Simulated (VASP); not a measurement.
Here is a VASP 6.6.1 calculation.

File INCAR:

```
SYSTEM = TlBr
PREC = Accurate ; ENCUT = 500
EDIFF = 1E-6 ; ISMEAR = 0
SIGMA = 0.01 ; LREAL = .FALSE.
LASPH = .TRUE. ; NELM = 120
ALGO = Normal ; ISIF = 2
LWAVE = .FALSE. ; LCHARG = .TRUE.
GGA = PE ; LELF = .TRUE.
LVHAR = .TRUE. ; NBANDS = 17
GGA_COMPAT = .FALSE.
```

KPOINTS

```
regular mesh
0
G
  4 4 4
  0 0 0
```

Contents of POSCAR:

```
TlBr
1.0
    3.9949064133      0.0000000000      0.0000000000
    0.0000000000      3.9949064133      0.0000000000
    0.0000000000      0.0000000000      3.9949064133
Tl Br
1 1
Direct
    0.0000000000      0.0000000000      0.0000000000
    0.5000000000      0.5000000000      0.5000000000
```

Potentials or basis: VASP PAW PBE potentials, release 64 (Tl_d, Br).

The run is started by

```sh
$ cat potpaw_PBE.64/Tl_d/POTCAR potpaw_PBE.64/Br/POTCAR > POTCAR
$ mpirun -np 1 vasp_std > vasp.out
```

Problem. Estimate the band gap on the k mesh.

Solution. 1.88 eV, direct.

Problem. What does it give for the pressure?

Solution. 1.0 GPa.

Caveat: spin-orbit coupling is left out, which moves the levels of the heavy elements. A hybrid or GW would open this gap; PBE tends to underestimate it.
